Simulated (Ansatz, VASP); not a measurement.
**As: VASP beside Ansatz**

File INCAR:

```
SYSTEM = As
ALGO     = Normal         ! electronic algorithm
DIPOL    = 0.5 0.5 0.500
EDIFF    = 1E-6           ! SCF threshold, eV
ENCUT    = 520            ! plane-wave cutoff, eV
GGA      = PE             ! functional
IDIPOL   = 3            
ISIF     = 2              ! what is computed and relaxed
ISMEAR   = 0              ! smearing method
IVDW     = 12             ! dispersion correction
LASPH    = .TRUE.         ! aspherical terms in the spheres
LCHARG   = .FALSE.        ! write CHGCAR
LDIPOL   = .TRUE.       
LREAL    = .FALSE.        ! projectors in reciprocal space
LWAVE    = .FALSE.        ! write WAVECAR
NBANDS   = 12             ! bands
NELM     = 100            ! most SCF steps
PREC     = Accurate       ! precision mode
SIGMA    = 0.02           ! smearing width, eV
```

File KPOINTS:

```
k-points
0
G
  9 9 1
  0 0 0
```

File POSCAR:

```
As
1.0
    3.7500000000      0.0000000000      0.0000000000
   -1.8750000000      3.2475952642      0.0000000000
    0.0000000000      0.0000000000     28.5742413766
As
2
Direct
    0.3333333333      0.6666666667      0.4738050788
    0.6666666667      0.3333333333      0.5261949212
```

Input for Ansatz:

```yaml
crystal:
  lattice:
    - [3.75, 0.0, 0.0]
    - [-1.875, 3.2475952642, 0.0]
    - [0.0, 0.0, 28.5742413766]
  atoms:
    - { symbol: As, position: [0.3333333333, 0.6666666667, 0.4738050788] }
    - { symbol: As, position: [0.6666666667, 0.3333333333, 0.5261949212] }
  periodic: [true, true, false]
basis:
  ecutwfc: 420
kpoints:
  mp_grid: { grid: [9, 9, 1] }
hamiltonian:
  xc: pbe
  dispersion: d3bj
scf:
  occupations: { method: gaussian, width: 0.02 }
output:
  forces: true
  stress: true
  eigenvalues: true
```

Alike in both runs: task single point; functional PBE; dispersion D3(BJ); k mesh 9 × 9 × 1; occupations gaussian, width 0.02 eV; no spin polarisation.

|  | VASP | Ansatz |
| --- | --- | --- |
| version | VASP 6.6.1 | Ansatz 0.2.0 |
| potentials or method | VASP PAW PBE potentials, release 64 (As), cutoff 520 eV | scalar-relativistic, plane waves, PAW |
| valence electrons in the cell | 10 | 30 |

Ansatz gave:

* gap on the k mesh at the Fermi level (eV): 1.44
* least direct gap on the mesh (eV): 1.51
* rms of the force components (eV/Å): 0.890

Q: Which values does VASP return?

A: gap on the k mesh at the Fermi level (eV): 1.44; least direct gap on the mesh (eV): 1.49; rms of the force components (eV/Å): 0.865.

Atom by atom the forces differ by 0.025 eV/Å (rms over components). VASP's potentials hold 10 valence electrons a cell and Ansatz's 30, so a difference there can come from the potentials and not from the codes.
